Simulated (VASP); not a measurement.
# NiBi (P6_3/mmc) in VASP: a series of runs

Runs on NiBi. Level: LDA. Tasks: single point.

Everything below comes from runs of VASP 6.6.1. Logs are shortened: lines on timing, memory, paths and dates and some standing lists are left out, and cuts for length are marked.

### Step 1. The cell of the first run

It takes space group P6_3/mmc (No. 194, hexagonal). Conventional cell: a = 4.118 Å, b = 4.118 Å, c = 5.244 Å, α = 90.00°, β = 90.00°, γ = 120.00°. Ni (site symmetry -3m) has 2 Ni at 2.62 Å and 6 Bi at 2.71 Å within 3.5 Å. Bi (site symmetry -6m2) has 6 Ni at 2.71 Å and 6 Bi at 3.54 Å within 3.6 Å.

### Step 2. Single point, LDA, collinear spin, ferromagnetic start

Input file INCAR:

```
SYSTEM = NiBi
  PREC = Accurate
  ENCUT = 520
  EDIFF = 1E-7
  ISMEAR = -1
  SIGMA = 0.05
  LREAL = .FALSE.
  LASPH = .TRUE.
  NELM = 150
  ALGO = Normal
  ISIF = 2
  LWAVE = .FALSE.
  LCHARG = .FALSE.
  ISPIN = 2
  MAGMOM = 0.35 0.35 0.06 0.06
  LORBIT = 11
  NUPDOWN = 0.9
  LMAXMIX = 4
  GGA = CA
  NBANDS = 37
```

Input file KPOINTS:

```
Automatic mesh
0
G
  6 6 4
  0 0 0
```

Input file POSCAR:

```
NiBi
1.0
    4.1179380000      0.0000000000      0.0000000000
   -2.0589690000      3.5662390000      0.0000000000
    0.0000000000      0.0000000000      5.2438100000
Ni Bi
2 2
Direct
    0.0000000000      0.0000000000      0.5000000000
    0.0000000000      0.0000000000      0.0000000000
    0.3333333333      0.6666666667      0.2500000000
    0.6666666667      0.3333333333      0.7500000000
```

Potentials or basis: VASP PAW LDA potentials, release 64 (Ni, Bi_d).

Run with:

```sh
$ cat potpaw_LDA.64/Ni/POTCAR potpaw_LDA.64/Bi_d/POTCAR > POTCAR
$ mpirun -np 1 vasp_std > vasp.out
```

OUTCAR:

```text
SYSTEM = NiBi
   PREC = Accurate
   ENCUT = 520
   EDIFF = 1E-7
   ISMEAR = -1
   LREAL = .FALSE.
   LASPH = .TRUE.
   NELM = 150
   ISIF = 2
   ISPIN = 2
   LORBIT = 11
   NUPDOWN = 0.9
   GGA = CA

 ion  position               nearest neighbor table
   1  0.000  0.000  0.500-   2 2.62   2 2.62   4 2.71   3 2.71   4 2.71   3 2.71   4 2.71   3 2.71

   2  0.000  0.000  0.000-   1 2.62   1 2.62   4 2.71   3 2.71   4 2.71   3 2.71   4 2.71   3 2.71

   3  0.333  0.667  0.250-   1 2.71   2 2.71   1 2.71   2 2.71   1 2.71   2 2.71   4 3.54   4 3.54
                             4 3.54   4 3.54   4 3.54   4 3.54
   4  0.667  0.333  0.750-   1 2.71   2 2.71   1 2.71   2 2.71   1 2.71   2 2.71   3 3.54   3 3.54
                             3 3.54   3 3.54   3 3.54   3 3.54

  LATTYP: Found a hexagonal cell.
 ALAT       =     4.1179380000
 C/A-ratio  =     1.2734067390

  Lattice vectors:

 A1 = (   4.1179380000,   0.0000000000,   0.0000000000)
 A2 = (  -2.0589690000,   3.5662390000,   0.0000000000)
 A3 = (   0.0000000000,   0.0000000000,   5.2438100000)

Analysis of symmetry for initial positions (statically):
=====================================================================
 Subroutine PRICEL returns:
 Original cell was already a primitive cell.

 Routine SETGRP: Setting up the symmetry group for a
 hexagonal supercell.

 Subroutine GETGRP returns: Found 24 space group operations
 (whereof 12 operations were pure point group operations)
 out of a pool of 24 trial point group operations.

The static configuration has the point symmetry D_3d.
 The point group associated with its full space group is D_6h.

Analysis of symmetry for dynamics (positions and initial velocities):
=====================================================================
 Subroutine PRICEL returns:
 Original cell was already a primitive cell.

 Routine SETGRP: Setting up the symmetry group for a
 hexagonal supercell.

 Subroutine GETGRP returns: Found 24 space group operations
 (whereof 12 operations were pure point group operations)
 out of a pool of 24 trial point group operations.

The dynamic configuration has the point symmetry D_3d.
 The point group associated with its full space group is D_6h.

Analysis of structural, dynamic, and magnetic symmetry:
=====================================================================
 Subroutine PRICEL returns:
 Original cell was already a primitive cell.

 Routine SETGRP: Setting up the symmetry group for a
 hexagonal supercell.

 Subroutine GETGRP returns: Found 24 space group operations
 (whereof 12 operations were pure point group operations)
 out of a pool of 24 trial point group operations.

The overall configuration has the point symmetry D_3d.
 The point group associated with its full space group is D_6h.

 Subroutine INISYM returns: Found 24 space group operations
 (whereof 12 operations are pure point group operations),
 and found     1 'primitive' translations

----------------------------------------------------------------------------------------

                                     Primitive cell

  volume of cell :      77.0082

  direct lattice vectors                    reciprocal lattice vectors
     4.117938000  0.000000000  0.000000000     0.242839984  0.140203727  0.000000000
    -2.058969000  3.566239000  0.000000000     0.000000000  0.280407454  0.000000000
     0.000000000  0.000000000  5.243810000     0.000000000  0.000000000  0.190701036

  length of vectors
     4.117938000  4.117938070  5.243810000     0.280407459  0.280407454  0.190701036

  position of ions in fractional coordinates (direct lattice)
     0.000000000  0.000000000  0.500000000
     0.000000000  0.000000000  0.000000000
     0.333333333  0.666666667  0.250000000
     0.666666667  0.333333333  0.750000000

  ion indices of the primitive-cell ions
   primitive index   ion index
                 1           1
                 2           2
                 3           3
                 4           4

----------------------------------------------------------------------------------------

 KPOINTS: Automatic mesh

Automatic generation of k-mesh.
 Grid dimensions read from file:
 generate k-points for:    6    6    4

 Generating k-lattice:

  Cartesian coordinates                     Fractional coordinates (reciprocal lattice)
     0.040473331  0.023367288  0.000000000     0.166666667 -0.000000000  0.000000000
     0.000000000  0.046734576  0.000000000     0.000000000  0.166666667  0.000000000
     0.000000000  0.000000000  0.047675259     0.000000000  0.000000000  0.250000000

  Length of vectors
     0.046734577  0.046734576  0.047675259

  Shift w.r.t. Gamma in fractional coordinates (k-lattice)
     0.000000000  0.000000000  0.000000000

 Subroutine IBZKPT returns following result:
 ===========================================

 Found     21 irreducible k-points:

 Following reciprocal coordinates:
            Coordinates               Weight
  0.000000  0.000000  0.000000      1.000000
  0.166667  0.000000  0.000000      6.000000
  0.333333  0.000000  0.000000      6.000000
  0.500000  0.000000  0.000000      3.000000
  0.166667  0.166667  0.000000      6.000000
  0.333333  0.166667  0.000000     12.000000
[... 13 lines left out ...]
  0.333333  0.166667  0.500000     12.000000
  0.333333  0.333333  0.500000      2.000000
   k-points           NKPTS =     21   k-points in BZ     NKDIM =     21   number of bands    NBANDS=     37
   number of dos      NEDOS =    301   number of ions     NIONS =      4
   total plane-waves  NPLWV =  40960
   dimension x,y,z NGX =    32 NGY =   32 NGZ =   40
   dimension x,y,z NGXF=    64 NGYF=   64 NGZF=   80
   ions per type =               2   2
   NGX,Y,Z   is equivalent  to a cutoff of  12.92, 12.92, 12.68 a.u.
   NGXF,Y,Z  is equivalent  to a cutoff of  25.84, 25.84, 25.36 a.u.
 SYSTEM =  NiBi
   PREC   = accura    normal or accurate (medium, high low for compatibility)
   ISTART =      0    job   : 0-new  1-cont  2-samecut
   ICHARG =      2    charge: 1-file 2-atom 10-const
   ISPIN  =      2    spin polarized calculation?
   LNONCOLLINEAR =      F non collinear calculations
   LSORBIT =      F    spin-orbit coupling
   LASPH  =      T    aspherical Exc in radial PAW
   ENCUT  =  520.0 eV  38.22 Ry    6.18 a.u.   7.66  7.66  9.75*2*pi/ulx,y,z
   NELM   =    150;   NELMIN=  2; NELMDL= -5     # of ELM steps
   EDIFF  = 0.1E-06   stopping-criterion for ELM
   LREAL  =      F    real-space projection
   EDIFFG = 0.1E-05   stopping-criterion for IOM
   NSW    =      0    number of steps for IOM
   IBRION =     -1    ionic relax: 0-MD 1-quasi-New 2-CG
   NFREE  =      0    steps in history (QN), initial steepest desc. (CG)
   ISIF   =      2    stress and relaxation
   ISYM   =      2    0-nonsym 1-usesym 2-fastsym
   POTIM  = 0.5000    time-step for ionic-motion
   TEBEG  =    0.0;   TEEND  =   0.0 temperature during run
   PSTRESS=    0.0 pullay stress
   NELECT =      50.0000    total number of electrons
   NUPDOWN=       0.9000    fix difference up-down
   EMIN   =  10.00;   EMAX   =-10.00  energy-range for DOS
   EFERMI =   0.00;   METHOD = LEGACY
   ISMEAR =    -1;   SIGMA  =   0.05  broadening in eV -4-tet -1-fermi 0-gaus
   EFERMI_NEDOS =   21; number of points for ismear=-14 and -15
   IALGO  =     38    algorithm
   IMIX   =      4    mixing-type and parameters
     AMIX     =   0.40;   BMIX     =  1.00
     AMIX_MAG =   1.60;   BMIX_MAG =  1.00
  volume/ion in A,a.u.               =      19.25       129.92
  Fermi-wavevector in a.u.,A,eV,Ry     =   1.417596  2.678868 27.341969  2.009578
  Thomas-Fermi vector in A             =   2.538809
   LORBIT       =     11    0 simple, 1 ext, 2 COOP (PROOUT), +10 PAW based schemes
   GGA     = CA    functional components
   LHFCALC =     F    Hartree Fock is set to
   AEXX    =    0.0000 exact exchange contribution
   IVDW    =     0    specifies the selected vdW correction
   LEPSILON=     F    determine dielectric tensor
   LRPA    =     F    only Hartree local field effects (RPA)
 spin polarized calculation
  energy-cutoff  :      520.00
  volume of cell :       77.01
 maximum number of plane-waves:      2108
 NGX is ok and might be reduce to    32
   NGX = 15   NGY = 15   NGZ = 19

 number of electron      49.9999988 magnetization       0.9000003

 Free energy of the ion-electron system (eV)
  ---------------------------------------------------
  ext. energy  EPLUGINS =         0.00000000
  ---------------------------------------------------
  free energy    TOTEN  =       -22.44402429 eV

  energy without entropy =      -22.42681355  energy(sigma->0) =      -22.43541892

 E-fermi :   8.7514     XC(G=0): -11.7613

 val. band max:        9.2090767151   @ k =   0.3333   0.3333   0.0000
 cond. band min:       8.7965640122   @ k =   0.0000   0.0000   0.2500
 fundamental gap:     -0.4125127029
 Fermi energy:         9.2809057519

 spin component 1

 k-point     1 :       0.0000    0.0000    0.0000
  band No.  band energies     occupation
      1     -13.7845      1.00000
      2     -13.7845      1.00000
      3     -13.7447      1.00000
      4     -13.6978      1.00000
      5     -13.6978      1.00000
      6     -13.6950      1.00000
[... 829 lines left out ...]
     36      17.9047      0.00000
     37      18.9903      0.00000
 Fermi energy:         8.7514201547

 spin component 2

 k-point     1 :       0.0000    0.0000    0.0000
  band No.  band energies     occupation
      1     -13.7618      1.00000
      2     -13.7618      1.00000
      3     -13.7213      1.00000
      4     -13.6787      1.00000
      5     -13.6787      1.00000
      6     -13.6747      1.00000
[... 829 lines left out ...]
     36      17.9883      0.00000
     37      19.0834      0.00000

------------------------ aborting loop because EDIFF is reached ----------------------------------------

  FORCE on cell =-STRESS in cart. coord.  units (eV):
  Direction    XX          YY          ZZ          XY          YZ          ZX
  --------------------------------------------------------------------------------------
  -------------------------------------------------------------------------------------
  Total       -2.1371897     -2.1371898     -2.4554851      0.0000000      0.0000000     -0.0000000
  in kB      -44.4648111    -44.4648131    -51.0870339      0.0000000      0.0000000     -0.0000000
  external PRESSURE =     -46.6722193 kB  Pullay stress =       0.0000000 kB

 VOLUME and BASIS-vectors are now :
 -----------------------------------------------------------------------------
  energy-cutoff  :      520.00
  volume of cell :       77.01
      direct lattice vectors                 reciprocal lattice vectors
     4.117938000  0.000000000  0.000000000     0.242839984  0.140203727  0.000000000
    -2.058969000  3.566239000  0.000000000     0.000000000  0.280407454  0.000000000
     0.000000000  0.000000000  5.243810000     0.000000000  0.000000000  0.190701036

 POSITION                                       TOTAL-FORCE (eV/Angst)
 -----------------------------------------------------------------------------------
      0.00000      0.00000      2.62190        -0.000000      0.000000      0.000000
      0.00000      0.00000      0.00000        -0.000000      0.000000      0.000000
     -0.00000      2.37749      1.31095        -0.000000     -0.000000      0.000000
      2.05897      1.18875      3.93286         0.000000      0.000000     -0.000000
 -----------------------------------------------------------------------------------
    total drift:                                0.000000     -0.000000      0.000000

  FREE ENERGIE OF THE ION-ELECTRON SYSTEM (eV)
  ---------------------------------------------------
  free  energy   TOTEN  =       -22.4440242926 eV

  energy  without entropy=      -22.4268135540  energy(sigma->0) =      -22.43541892

 total charge

# of ion       s       p       d       tot
------------------------------------------
    1        0.438   0.390   8.467   9.295
    2        0.438   0.390   8.467   9.295
    3        1.483   1.440   9.958  12.881
    4        1.483   1.440   9.958  12.881
--------------------------------------------------
tot          3.842   3.661  36.850  44.353

 magnetization (x)

# of ion       s       p       d       tot
------------------------------------------
    1        0.007   0.019   0.288   0.315
    2        0.007   0.019   0.288   0.315
    3        0.019   0.054   0.003   0.076
    4        0.019   0.054   0.003   0.076
--------------------------------------------------
tot          0.051   0.146   0.583   0.780
```

Wall time 4.4 min (1 thread of Intel Xeon 8259CL, shared host); peak memory 0.2 GiB.

What came out:

* Free energy: -22.4440 eV
* Pressure: -4.7 GPa
* Net moment: 0.90 μB per cell
* Site moments: Ni +0.32; Bi +0.08 μB
* Valence electrons inside the program's atomic spheres: Ni 9.29; Bi 12.88

Caveat: the cell stands under tension; spin-orbit coupling is left out, which moves the levels of the heavy elements; the total moment is fixed, so each spin has its own Fermi level and the state may be an excited one.

### Step 3. Single point, LDA, collinear spin, ferromagnetic start

Input file INCAR:

```
ALGO     = Normal         # electronic algorithm
EDIFF    = 1E-6           # SCF threshold, eV
ENCUT    = 520            # plane-wave cutoff, eV
ISIF     = 2              # what is computed and relaxed
ISMEAR   = -1             # smearing method
ISPIN    = 2              # spin polarisation
LASPH    = True           # aspherical terms in the spheres
LCHARG   = True           # write CHGCAR
LELF     = True           # ELF
LMAXMIX  = 4              # l up to which the mixer works
LORBIT   = 11             # projections on sites
LREAL    = False          # projectors in reciprocal space
LVHAR    = True         
LWAVE    = False          # write WAVECAR
MAGMOM   = 0.66 0.66 0.13 0.13 # initial moments
NBANDS   = 37             # bands
NELM     = 150            # most SCF steps
NUPDOWN  = 1.8            # fixed moment
PREC     = Accurate       # precision mode
SIGMA    = 0.05           # smearing width, eV
```

Input file KPOINTS:

```
k-points
0
Gamma
  6 6 4
```

POSCAR is that of step 2.

Potentials or basis: VASP PAW LDA potentials, release 64 (Ni, Bi_d).

Run with:

```sh
$ cat potpaw_LDA.64/Ni/POTCAR potpaw_LDA.64/Bi_d/POTCAR > POTCAR
$ mpirun -np 1 vasp_std > vasp.out
```

It took 4 min on 1 thread of Intel Xeon 8259CL, shared host; peak memory 0.2 GiB.

The run converged. Its results:

* Free energy: -22.0273 eV
* Pressure: -3.3 GPa
* Net moment: 1.80 μB per cell
* Site moments: Ni +0.59; Bi +0.17 μB
* Valence electrons inside the program's atomic spheres: Ni 9.28; Bi 12.89

Stress tensor (GPa, compression positive):
```
-2.65  0.00  0.00
 0.00 -2.65  0.00
 0.00  0.00 -4.74
```

Caveat: the cell stands under tension; spin-orbit coupling is left out, which moves the levels of the heavy elements; the total moment is fixed, so each spin has its own Fermi level and the state may be an excited one.

### Step 4. Single point, LDA, collinear spin, ferromagnetic start

Input file INCAR:

```
  PREC = Accurate
  ENCUT = 520
  EDIFF = 1E-6
  ISMEAR = -1
  SIGMA = 0.05
  LREAL = False
  LASPH = True
  NELM = 150
  ALGO = Normal
  ISIF = 2
  LWAVE = False
  LCHARG = False
  ISPIN = 2
  MAGMOM = 0.94 0.94 0.21 0.21
  LORBIT = 11
  NUPDOWN = 2.7
  LMAXMIX = 4
  GGA = CA
  NBANDS = 37
```

Input file KPOINTS:

```
regular mesh
0
Gamma
  6 6 4
```

POSCAR is that of step 3.

Run with:

```sh
$ cat potpaw_LDA.64/Ni/POTCAR potpaw_LDA.64/Bi_d/POTCAR > POTCAR
$ mpirun -np 1 vasp_std > vasp.out
```

It took 4.2 min on 1 thread of Intel Xeon 8259CL, shared host; peak memory 0.2 GiB.

The run converged. Its results:

- Free energy: -21.3348 eV
- Pressure: -1.0 GPa
- Net moment: 2.70 μB per cell
- Site moments: Ni +0.85; Bi +0.27 μB
- Valence electrons inside the program's atomic spheres: Ni 9.26; Bi 12.91

Stress tensor (GPa, compression positive):
```
-0.43  0.00  0.00
 0.00 -0.43  0.00
 0.00  0.00 -2.08
```

Caveat: spin-orbit coupling is left out, which moves the levels of the heavy elements; the total moment is fixed, so each spin has its own Fermi level and the state may be an excited one.

### Step 5. Single point, LDA, collinear spin, ferromagnetic start

Input file INCAR:

```
PREC = Accurate
ENCUT = 520
EDIFF = 1E-6
ISMEAR = -1
SIGMA = 0.05
LREAL = F
LASPH = T
NELM = 150
ALGO = Normal
ISIF = 2
LWAVE = F
LCHARG = F
ISPIN = 2
MAGMOM = 1.19 1.19 0.3 0.3
LORBIT = 11
NUPDOWN = 3.6
LMAXMIX = 4
GGA = CA
NBANDS = 37
```

Input file KPOINTS:

```
Automatic mesh
0
Gamma
  6 6 4
```

POSCAR is that of step 4.

Run with:

```sh
$ cat potpaw_LDA.64/Ni/POTCAR potpaw_LDA.64/Bi_d/POTCAR > POTCAR
$ mpirun -np 1 vasp_std > vasp.out
```

Wall time 4.2 min (1 thread of Intel Xeon 8259CL, shared host); peak memory 0.2 GiB.

The run converged. Its results:

```yaml
Free_energy: -20.2723 eV
Pressure: 2.4 GPa
Net_moment: 3.60 μB per cell
Site_moments: Ni +1.08; Bi +0.40 μB
Valence_electrons_inside_the_program's_atomic_spheres: Ni 9.22; Bi 12.93
```

Stress tensor (GPa, compression positive):
```
3.34 0.00 0.00
0.00 3.34 0.00
0.00 0.00 0.47
```

Caveat: spin-orbit coupling is left out, which moves the levels of the heavy elements; the total moment is fixed, so each spin has its own Fermi level and the state may be an excited one.

### Step 6. The runs side by side

```tsv
fixed moment (μB)	pressure (GPa)	moment (μB)
0.9	-4.7	0.90
1.8	-3.3	1.80
2.7	-1.0	2.70
3.6	2.4	3.60
```

Alike in all rows: task single point; level LDA; potentials or basis VASP PAW LDA potentials, release 64 (Ni, Bi_d); spin collinear, ferromagnetic start; cell as given; k mesh 6 × 6 × 4; cutoff (eV) 520; smearing fermi-dirac 0.05 eV.

Caveats: spin-orbit coupling is left out, which moves the levels of the heavy elements; the total moment is fixed, so each spin has its own Fermi level and the state may be an excited one; the cell stands under tension (at least some runs).

Absolute energies hang on the potentials; compare differences alone.
